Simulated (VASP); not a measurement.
# LaGaF4 (P4/mmm) in VASP: further runs

The runs below take LaGaF4 through single point, with PBE.

All numbers are computed with VASP 6.6.1; they aren't measurements. Logs are shortened: lines on timing, memory, paths and dates and some standing lists are left out, and cuts for length are marked.

**1. The cell of the first run**

The structure is tetragonal, space group P4/mmm (No. 123). Conventional cell: a = 3.818 Å, b = 3.818 Å, c = 5.495 Å, α = 90.00°, β = 90.00°, γ = 90.00°. Within 3.2 Å of La (site symmetry 4/mmm) lie 8 F at 2.41 Å. Within 3.0 Å of Ga (site symmetry 4/mmm) lie 8 F at 2.30 Å. Within 3.0 Å of F (site symmetry 2mm) lie 2 Ga at 2.30 Å and 2 La at 2.41 Å and 6 F at 2.56 to 2.94 Å.

The cell was generated, and may not be a known phase.

**2. Single point, PBE**

INCAR

```
SYSTEM = LaGaF4
PREC = Accurate ; ENCUT = 520
EDIFF = 1E-6 ; ISMEAR = 0
SIGMA = 0.1 ; LREAL = .False.
LASPH = .True. ; NELM = 80
ALGO = Normal ; ISIF = 2
LWAVE = .False. ; LCHARG = .False.
GGA = PE ; NBANDS = 35
```

KPOINTS

```
Automatic mesh
0
Gamma
  4 4 4
  0 0 0
```

POSCAR

```
LaGaF4
1.0
    3.8182528200      0.0000000000      0.0000000000
    0.0000000000      3.8182528200      0.0000000000
    0.0000000000      0.0000000000      5.4948635600
La Ga F
1 1 4
Direct
    0.0000000000      0.0000000000      0.0000000000
    0.5000000000      0.5000000000      0.5000000000
    0.5000000000      0.0000000000      0.7327468400
    0.0000000000      0.5000000000      0.2672531600
    0.5000000000      0.0000000000      0.2672531600
    0.0000000000      0.5000000000      0.7327468400
```

Potentials or basis: VASP PAW PBE potentials, release 64 (La, Ga_d, F).

On the command line:

```console
cat potpaw_PBE.64/La/POTCAR potpaw_PBE.64/Ga_d/POTCAR potpaw_PBE.64/F/POTCAR > POTCAR
mpirun -np 1 vasp_std > vasp.out
```

OUTCAR:

```text
SYSTEM = LaGaF4
   PREC = Accurate
   ENCUT = 520
   EDIFF = 1E-6
   ISMEAR = 0
   LREAL = .False.
   LASPH = .True.
   NELM = 80
   ISIF = 2
   GGA = PE

 ion  position               nearest neighbor table
   1  0.000  0.000  0.000-   3 2.41   4 2.41   5 2.41   6 2.41   4 2.41   6 2.41   3 2.41   5 2.41

   2  0.500  0.500  0.500-   3 2.30   4 2.30   5 2.30   6 2.30   3 2.30   5 2.30   4 2.30   6 2.30

   3  0.500  0.000  0.733-   2 2.30   2 2.30   1 2.41   1 2.41
   4  0.000  0.500  0.267-   2 2.30   2 2.30   1 2.41   1 2.41
   5  0.500  0.000  0.267-   2 2.30   2 2.30   1 2.41   1 2.41
   6  0.000  0.500  0.733-   2 2.30   2 2.30   1 2.41   1 2.41

  LATTYP: Found a simple tetragonal cell.
 ALAT       =     3.8182528200
 C/A-ratio  =     1.4391041712

  Lattice vectors:

 A1 = (   3.8182528200,   0.0000000000,   0.0000000000)
 A2 = (   0.0000000000,   3.8182528200,   0.0000000000)
 A3 = (   0.0000000000,   0.0000000000,   5.4948635600)

Analysis of symmetry for initial positions (statically):
=====================================================================
 Subroutine PRICEL returns:
 Original cell was already a primitive cell.

 Routine SETGRP: Setting up the symmetry group for a
 simple tetragonal supercell.

 Subroutine GETGRP returns: Found 16 space group operations
 (whereof 16 operations were pure point group operations)
 out of a pool of 16 trial point group operations.

The static configuration has the point symmetry D_4h.

Analysis of symmetry for dynamics (positions and initial velocities):
=====================================================================
 Subroutine PRICEL returns:
 Original cell was already a primitive cell.

 Routine SETGRP: Setting up the symmetry group for a
 simple tetragonal supercell.

 Subroutine GETGRP returns: Found 16 space group operations
 (whereof 16 operations were pure point group operations)
 out of a pool of 16 trial point group operations.

The dynamic configuration has the point symmetry D_4h.

 Subroutine INISYM returns: Found 16 space group operations
 (whereof 16 operations are pure point group operations),
 and found     1 'primitive' translations

----------------------------------------------------------------------------------------

[... 91 lines left out ...]
   ENCUT  =  520.0 eV  38.22 Ry    6.18 a.u.   7.10  7.10 10.22*2*pi/ulx,y,z
   NELM   =     80;   NELMIN=  2; NELMDL= -5     # of ELM steps
   EDIFF  = 0.1E-05   stopping-criterion for ELM
   LREAL  =      F    real-space projection
   EDIFFG = 0.1E-04   stopping-criterion for IOM
   NSW    =      0    number of steps for IOM
   IBRION =     -1    ionic relax: 0-MD 1-quasi-New 2-CG
   NFREE  =      0    steps in history (QN), initial steepest desc. (CG)
   ISIF   =      2    stress and relaxation
   ISYM   =      2    0-nonsym 1-usesym 2-fastsym
   POTIM  = 0.5000    time-step for ionic-motion
   TEBEG  =    0.0;   TEEND  =   0.0 temperature during run
   PSTRESS=    0.0 pullay stress
   NELECT =      52.0000    total number of electrons
   NUPDOWN=      -1.0000    fix difference up-down
   EMIN   =  10.00;   EMAX   =-10.00  energy-range for DOS
   EFERMI =   0.00;   METHOD = LEGACY
   ISMEAR =     0;   SIGMA  =   0.10  broadening in eV -4-tet -1-fermi 0-gaus
   EFERMI_NEDOS =   21; number of points for ismear=-14 and -15
   IALGO  =     38    algorithm
   IMIX   =      4    mixing-type and parameters
     AMIX     =   0.40;   BMIX     =  1.00
     AMIX_MAG =   1.60;   BMIX_MAG =  1.00
  volume/ion in A,a.u.               =      13.35        90.10
  Fermi-wavevector in a.u.,A,eV,Ry     =   1.417470  2.678630 27.337111  2.009221
  Thomas-Fermi vector in A             =   2.538697
   LORBIT       =      0    0 simple, 1 ext, 2 COOP (PROOUT), +10 PAW based schemes
   GGA     = PE    functional components
   LHFCALC =     F    Hartree Fock is set to
   AEXX    =    0.0000 exact exchange contribution
   IVDW    =     0    specifies the selected vdW correction
   LEPSILON=     F    determine dielectric tensor
   LRPA    =     F    only Hartree local field effects (RPA)
 non-spin polarized calculation
 Gauss-broadening in eV      SIGMA  =   0.10
  energy-cutoff  :      520.00
  volume of cell :       80.11
 maximum number of plane-waves:      2172
   NGX = 15   NGY = 15   NGZ = 21

 number of electron      51.9999986 magnetization

 Free energy of the ion-electron system (eV)
  ---------------------------------------------------
  ext. energy  EPLUGINS =         0.00000000
  ---------------------------------------------------
  free energy    TOTEN  =       -32.29353967 eV

  energy without entropy =      -32.29353850  energy(sigma->0) =      -32.29353908

 E-fermi :   7.6516     XC(G=0): -10.4614

 val. band max:        7.3809809175   @ k =   0.5000   0.5000   0.5000
 cond. band min:       7.9221497437   @ k =   0.0000   0.0000   0.5000
 fundamental gap:      0.5411688262
 Fermi energy:         7.6515651569

 k-point     1 :       0.0000    0.0000    0.0000
  band No.  band energies     occupation
      1     -26.4613      2.00000
      2     -18.7013      2.00000
      3     -18.4254      2.00000
      4     -18.1188      2.00000
      5     -17.7930      2.00000
      6     -10.0614      2.00000
[... 673 lines left out ...]
     34       9.2761      0.00000
     35      10.8248      0.00000

------------------------ aborting loop because EDIFF is reached ----------------------------------------

  FORCE on cell =-STRESS in cart. coord.  units (eV):
  Direction    XX          YY          ZZ          XY          YZ          ZX
  --------------------------------------------------------------------------------------
  -------------------------------------------------------------------------------------
  Total       12.0903789     12.0903789      8.8386004      0.0000000      0.0000000      0.0000000
  in kB      241.8044111    241.8044111    176.7696933      0.0000000      0.0000000      0.0000000
  external PRESSURE =     220.1261718 kB  Pullay stress =       0.0000000 kB

 VOLUME and BASIS-vectors are now :
 -----------------------------------------------------------------------------
  energy-cutoff  :      520.00
  volume of cell :       80.11
      direct lattice vectors                 reciprocal lattice vectors
     3.818252820  0.000000000  0.000000000     0.261899892  0.000000000  0.000000000
     0.000000000  3.818252820  0.000000000     0.000000000  0.261899892  0.000000000
     0.000000000  0.000000000  5.494863560     0.000000000  0.000000000  0.181988140

 POSITION                                       TOTAL-FORCE (eV/Angst)
 -----------------------------------------------------------------------------------
      0.00000      0.00000      0.00000         0.000000      0.000000      0.000000
      1.90913      1.90913      2.74743         0.000000      0.000000      0.000000
      1.90913      0.00000      4.02634         0.000000      0.000000      1.683335
      0.00000      1.90913      1.46852        -0.000000     -0.000000     -1.683335
      1.90913      0.00000      1.46852        -0.000000      0.000000     -1.683335
      0.00000      1.90913      4.02634         0.000000     -0.000000      1.683335
 -----------------------------------------------------------------------------------
    total drift:                                0.000000      0.000000      0.000000

  FREE ENERGIE OF THE ION-ELECTRON SYSTEM (eV)
  ---------------------------------------------------
  free  energy   TOTEN  =       -32.2935396664 eV

  energy  without entropy=      -32.2935385008  energy(sigma->0) =      -32.29353908
```

Wall time 54 s (1 thread of AMD EPYC 7R43 (Zen 3), shared host); peak memory 0.18 GiB.

What came out:

| Property | Result |
| --- | --- |
| Free energy | -32.2935 eV |
| Pressure | 22.0 GPa |
| Largest force | 1.683 eV/Å |
| Band gap on the k mesh | 0.54 eV (least direct gap 0.75 eV) |

Forces in eV/Å, atoms in the order of the input:
```
La   0.000  0.000  0.000
Ga   0.000  0.000  0.000
F    0.000  0.000  1.683
F    0.000  0.000 -1.683
F    0.000  0.000 -1.683
F    0.000  0.000  1.683
```

Stress tensor (GPa, compression positive):
```
24.18  0.00  0.00
 0.00 24.18  0.00
 0.00  0.00 17.68
```

Caveat: the stress differs along the axes, from 18 to 24 GPa; semilocal functionals underestimate gaps, and a narrow one can read as zero; spin-orbit coupling is left out, which moves the levels of the heavy elements; forces of over 1 eV/Å act on the atoms, so gaps and moduli don't describe the material at rest. A k mesh can miss the band edges.

**3. Single point, PBE**

This run uses another cell than the first one, of 17.63 Å³/atom.

INCAR

```
  ALGO = Normal
  EDIFF = 1E-6
  ENCUT = 520
  GGA = PE
  ISIF = 2
  ISMEAR = 0
  LASPH = True
  LCHARG = True
  LELF = True
  LREAL = False
  LVHAR = True
  LWAVE = False
  NBANDS = 35
  NELM = 100
  PREC = Accurate
  SIGMA = 0.02
```

KPOINTS

```
k-points
0
Gamma
  6 6 4
```

POSCAR

```
LaGaF4
1.0
    4.1142007972      0.0000000000      0.0000000000
    0.0000000000      4.1142007972      0.0000000000
    0.0000000000      0.0000000000      6.2489500815
La Ga F
1 1 4
Direct
    0.0000000000      0.0000000000      0.0000000000
    0.5000000000      0.5000000000      0.5000000000
    0.5000000000      0.0000000000      0.7858827478
    0.0000000000      0.5000000000      0.2141172522
    0.5000000000      0.0000000000      0.2141172522
    0.0000000000      0.5000000000      0.7858827478
```

Potentials or basis: VASP PAW PBE potentials, release 64 (La, Ga_d, F).

On the command line:

```console
cat potpaw_PBE.64/La/POTCAR potpaw_PBE.64/Ga_d/POTCAR potpaw_PBE.64/F/POTCAR > POTCAR
mpirun -np 1 vasp_std > vasp.out
```

Run time: 2.3 min. Hardware: 1 thread of AMD EPYC 7R43 (Zen 3), shared host; peak memory 0.24 GiB.

Results (log left out):

| Property | Result |
| --- | --- |
| Free energy | -34.5617 eV |
| Pressure | -0.3 GPa |
| Largest force | 0.015 eV/Å |
| Band gap on the k mesh | 3.93 eV (least direct gap 4.20 eV) |

Forces on the atoms (eV/Å):
```
La   0.000  0.000  0.000
Ga   0.000  0.000  0.000
F    0.000  0.000  0.015
F    0.000  0.000 -0.015
F    0.000  0.000 -0.015
F    0.000  0.000  0.015
```

Levels at points of the mesh, in eV from the valence-band top:
| k point | band 23 | band 24 | band 25 | band 26 | band 27 | band 28 | band 29 | band 30 |
| --- | --- | --- | --- | --- | --- | --- | --- | --- |
| (0.00, 0.00, 0.00) | -2.27 | -2.27 | -2.25 | -1.15 | 4.51 | 4.63 | 4.63 | 4.66 |
| (0.50, 0.00, 0.00) | -2.49 | -2.49 | -2.18 | -0.27 | 3.93 | 4.43 | 4.59 | 4.62 |
| (0.50, 0.50, 0.00) | -2.44 | -2.03 | -1.88 | -0.30 | 4.51 | 4.51 | 4.55 | 4.61 |
| (0.00, 0.00, 0.50) | -2.34 | -2.28 | -2.28 | -0.35 | 4.44 | 4.51 | 4.64 | 4.64 |
| (0.50, 0.00, 0.50) | -2.72 | -2.46 | -2.38 | 0.00 | 4.24 | 4.44 | 4.60 | 4.62 |
| (0.50, 0.50, 0.50) | -2.69 | -2.02 | -1.89 | -0.02 | 4.47 | 4.51 | 4.51 | 4.65 |

Caveat: spin-orbit coupling is left out, which moves the levels of the heavy elements.
